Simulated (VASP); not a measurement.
# MgF2 (P4_2/mnm) in VASP: a series of runs, part 2 of 2

VASP 6.6.1. The steps go on from the part before.

## (3) Single point, PBE (biaxial strain in the a-b plane: -3.0 %, then relaxed in part)

INCAR

```
PREC = Accurate
ENCUT = 840
EDIFF = 1E-6
ISMEAR = 0
SIGMA = 0.02
LREAL = False
LASPH = True
NELM = 120
ALGO = Normal
ISIF = 2
LWAVE = False
LCHARG = False
GGA = PE
NBANDS = 33
GGA_COMPAT = False
```

KPOINTS

```
Automatic mesh
0
Gamma
  6 6 8
```

POSCAR

```
MgF2
1.0
    4.5566536170      0.0000000000      0.0000000000
    0.0000000000      4.5566536170      0.0000000000
    0.0000000000      0.0000000000      3.1571453712
Mg F
2 4
Direct
    0.5000000000      0.5000000000      0.5000000000
    0.0000000000      0.0000000000      0.0000000000
    0.6959725608      0.6959725608      0.0000000000
    0.8040274392      0.1959725608      0.5000000000
    0.3040274392      0.3040274392      0.0000000000
    0.1959725608      0.8040274392      0.5000000000
```

Potentials or basis: VASP PAW PBE potentials, release 64 (Mg_sv, F).

Launch:

```console
> cat potpaw_PBE.64/Mg_sv/POTCAR potpaw_PBE.64/F/POTCAR > POTCAR
> mpirun -np 1 vasp_std > vasp.out
```

OUTCAR:

```text
PREC = Accurate
   ENCUT = 840
   EDIFF = 1E-6
   ISMEAR = 0
   LREAL = False
   LASPH = True
   NELM = 120
   ISIF = 2
   GGA = PE

 ion  position               nearest neighbor table
   1  0.500  0.500  0.500-   4 1.96   6 1.96   5 2.02   3 2.02   3 2.02   5 2.02
   2  0.000  0.000  0.000-   3 1.96   5 1.96   4 2.02   6 2.02   4 2.02   6 2.02
   3  0.696  0.696  0.000-   2 1.96   1 2.02   1 2.02
   4  0.804  0.196  0.500-   1 1.96   2 2.02   2 2.02
   5  0.304  0.304  0.000-   2 1.96   1 2.02   1 2.02
   6  0.196  0.804  0.500-   1 1.96   2 2.02   2 2.02

  LATTYP: Found a simple tetragonal cell.
 ALAT       =     4.5566536170
 C/A-ratio  =     0.6928649041

  Lattice vectors:

 A1 = (   4.5566536170,   0.0000000000,   0.0000000000)
 A2 = (   0.0000000000,   4.5566536170,   0.0000000000)
 A3 = (   0.0000000000,   0.0000000000,   3.1571453712)

Analysis of symmetry for initial positions (statically):
=====================================================================
 Subroutine PRICEL returns:
 Original cell was already a primitive cell.

 Routine SETGRP: Setting up the symmetry group for a
 simple tetragonal supercell.

 Subroutine GETGRP returns: Found 16 space group operations
 (whereof  8 operations were pure point group operations)
 out of a pool of 16 trial point group operations.

The static configuration has the point symmetry D_2h.
 The point group associated with its full space group is D_4h.

Analysis of symmetry for dynamics (positions and initial velocities):
=====================================================================
 Subroutine PRICEL returns:
 Original cell was already a primitive cell.

 Routine SETGRP: Setting up the symmetry group for a
 simple tetragonal supercell.

 Subroutine GETGRP returns: Found 16 space group operations
 (whereof  8 operations were pure point group operations)
 out of a pool of 16 trial point group operations.

The dynamic configuration has the point symmetry D_2h.
 The point group associated with its full space group is D_4h.

 Subroutine INISYM returns: Found 16 space group operations
 (whereof  8 operations are pure point group operations),
 and found     1 'primitive' translations

----------------------------------------------------------------------------------------

                                     Primitive cell

  volume of cell :      65.5521

  direct lattice vectors                    reciprocal lattice vectors
     4.556653617  0.000000000  0.000000000     0.219459297  0.000000000  0.000000000
     0.000000000  4.556653617  0.000000000     0.000000000  0.219459297  0.000000000
     0.000000000  0.000000000  3.157145371     0.000000000  0.000000000  0.316741829

  length of vectors
     4.556653617  4.556653617  3.157145371     0.219459297  0.219459297  0.316741829

  position of ions in fractional coordinates (direct lattice)
     0.500000000  0.500000000  0.500000000
     0.000000000  0.000000000  0.000000000
     0.695972561  0.695972561  0.000000000
     0.804027439  0.195972561  0.500000000
     0.304027439  0.304027439  0.000000000
     0.195972561  0.804027439  0.500000000

  ion indices of the primitive-cell ions
   primitive index   ion index
                 1           1
                 2           2
                 3           3
[... 24 lines left out ...]

 Subroutine IBZKPT returns following result:
 ===========================================

 Found     50 irreducible k-points:

 Following reciprocal coordinates:
            Coordinates               Weight
  0.000000  0.000000  0.000000      1.000000
  0.166667  0.000000  0.000000      4.000000
  0.333333  0.000000  0.000000      4.000000
  0.500000  0.000000  0.000000      2.000000
  0.166667  0.166667  0.000000      4.000000
  0.333333  0.166667  0.000000      8.000000
[... 16 lines left out ...]
  0.333333  0.000000  0.250000      8.000000
  0.500000  0.000000  0.250000      4.000000
 [... further k-points ...]
   k-points           NKPTS =     50   k-points in BZ     NKDIM =     50   number of bands    NBANDS=     33
   number of dos      NEDOS =    301   number of ions     NIONS =      6
   total plane-waves  NPLWV =  69120
   dimension x,y,z NGX =    48 NGY =   48 NGZ =   30
   dimension x,y,z NGXF=    96 NGYF=   96 NGZF=   60
   ions per type =               2   4
   NGX,Y,Z   is equivalent  to a cutoff of  17.51, 17.51, 15.80 a.u.
   NGXF,Y,Z  is equivalent  to a cutoff of  35.02, 35.02, 31.59 a.u.
 SYSTEM =  unknown system
   PREC   = accura    normal or accurate (medium, high low for compatibility)
   ISTART =      0    job   : 0-new  1-cont  2-samecut
   ICHARG =      2    charge: 1-file 2-atom 10-const
   ISPIN  =      1    spin polarized calculation?
   LNONCOLLINEAR =      F non collinear calculations
   LSORBIT =      F    spin-orbit coupling
   LASPH  =      T    aspherical Exc in radial PAW
   ENCUT  =  840.0 eV  61.74 Ry    7.86 a.u.  10.77 10.77  7.46*2*pi/ulx,y,z
   NELM   =    120;   NELMIN=  2; NELMDL= -5     # of ELM steps
   EDIFF  = 0.1E-05   stopping-criterion for ELM
   LREAL  =      F    real-space projection
   EDIFFG = 0.1E-04   stopping-criterion for IOM
   NSW    =      0    number of steps for IOM
   IBRION =     -1    ionic relax: 0-MD 1-quasi-New 2-CG
   NFREE  =      0    steps in history (QN), initial steepest desc. (CG)
   ISIF   =      2    stress and relaxation
   ISYM   =      2    0-nonsym 1-usesym 2-fastsym
   POTIM  = 0.5000    time-step for ionic-motion
   TEBEG  =    0.0;   TEEND  =   0.0 temperature during run
   PSTRESS=    0.0 pullay stress
   NELECT =      48.0000    total number of electrons
   NUPDOWN=      -1.0000    fix difference up-down
   EMIN   =  10.00;   EMAX   =-10.00  energy-range for DOS
   EFERMI =   0.00;   METHOD = LEGACY
   ISMEAR =     0;   SIGMA  =   0.02  broadening in eV -4-tet -1-fermi 0-gaus
   EFERMI_NEDOS =   21; number of points for ismear=-14 and -15
   IALGO  =     38    algorithm
   IMIX   =      4    mixing-type and parameters
     AMIX     =   0.40;   BMIX     =  1.00
     AMIX_MAG =   1.60;   BMIX_MAG =  1.00
  volume/ion in A,a.u.               =      10.93        73.73
  Fermi-wavevector in a.u.,A,eV,Ry     =   1.475570  2.788422 29.624043  2.177306
  Thomas-Fermi vector in A             =   2.590203
   LORBIT       =      0    0 simple, 1 ext, 2 COOP (PROOUT), +10 PAW based schemes
   GGA     = PE    functional components
   LHFCALC =     F    Hartree Fock is set to
   AEXX    =    0.0000 exact exchange contribution
   IVDW    =     0    specifies the selected vdW correction
   LEPSILON=     F    determine dielectric tensor
   LRPA    =     F    only Hartree local field effects (RPA)
 non-spin polarized calculation
 Gauss-broadening in eV      SIGMA  =   0.02
  energy-cutoff  :      840.00
  volume of cell :       65.55
 maximum number of plane-waves:      3650
 NGX is ok and might be reduce to    48
   NGX = 21   NGY = 21   NGZ = 15

 number of electron      47.9999989 magnetization

 Free energy of the ion-electron system (eV)
  ---------------------------------------------------
  ext. energy  EPLUGINS =         0.00000000
  ---------------------------------------------------
  free energy    TOTEN  =       -31.41761126 eV

  energy without entropy =      -31.41761126  energy(sigma->0) =      -31.41761126

 E-fermi :  -1.2462     XC(G=0):  -9.8932

 val. band max:       -1.3784153607   @ k =   0.0000   0.0000   0.0000
 cond. band min:       5.6425762128   @ k =   0.0000   0.0000   0.0000
 fundamental gap:      7.0209915735
 Fermi energy:        -1.2462302991

 k-point     1 :       0.0000    0.0000    0.0000
  band No.  band energies     occupation
      1     -72.1954      2.00000
      2     -72.1937      2.00000
      3     -38.9852      2.00000
      4     -38.9852      2.00000
      5     -38.9483      2.00000
      6     -38.9483      2.00000
[... 853 lines left out ...]
     32      14.8640      0.00000
     33      16.3360      0.00000

 [... further k-points ...]
[... 5 lines left out ...]
  --------------------------------------------------------------------------------------
  -------------------------------------------------------------------------------------
  Total        2.3118944      2.3118944      0.0263915      0.0000000      0.0000000      0.0000000
  in kB       56.5056613     56.5056613      0.6450419      0.0000000      0.0000000      0.0000000
  external PRESSURE =      37.8854548 kB  Pullay stress =       0.0000000 kB

 VOLUME and BASIS-vectors are now :
 -----------------------------------------------------------------------------
  energy-cutoff  :      840.00
  volume of cell :       65.55
      direct lattice vectors                 reciprocal lattice vectors
     4.556653617  0.000000000  0.000000000     0.219459297  0.000000000  0.000000000
     0.000000000  4.556653617  0.000000000     0.000000000  0.219459297  0.000000000
     0.000000000  0.000000000  3.157145371     0.000000000  0.000000000  0.316741829

 POSITION                                       TOTAL-FORCE (eV/Angst)
 -----------------------------------------------------------------------------------
      2.27833      2.27833      1.57857         0.000000     -0.000000      0.000000
      0.00000      0.00000      0.00000         0.000000     -0.000000      0.000000
      3.17131      3.17131      0.00000         0.000513      0.000513      0.000000
      3.66367      0.89298      1.57857        -0.000513      0.000513      0.000000
      1.38535      1.38535      0.00000        -0.000513     -0.000513     -0.000000
      0.89298      3.66367      1.57857         0.000513     -0.000513     -0.000000
 -----------------------------------------------------------------------------------
    total drift:                                0.000000     -0.000000     -0.000000

  FREE ENERGIE OF THE ION-ELECTRON SYSTEM (eV)
  ---------------------------------------------------
  free  energy   TOTEN  =       -31.4176112628 eV

  energy  without entropy=      -31.4176112628  energy(sigma->0) =      -31.41761126
```

It took 2.6 min on 1 thread of AMD EPYC 7R13 (Zen 3), shared host; peak memory 0.31 GiB.

What came out:

- Free energy: -31.4176 eV
- Pressure: 3.8 GPa
- Band gap on the k mesh: 7.02 eV

Caveat: the cell differs from its parent crystal (biaxial strain in the a-b plane: -3.0 %, then relaxed in part); the stress differs along the axes, from 0 to 6 GPa. A k mesh can miss the band edges.
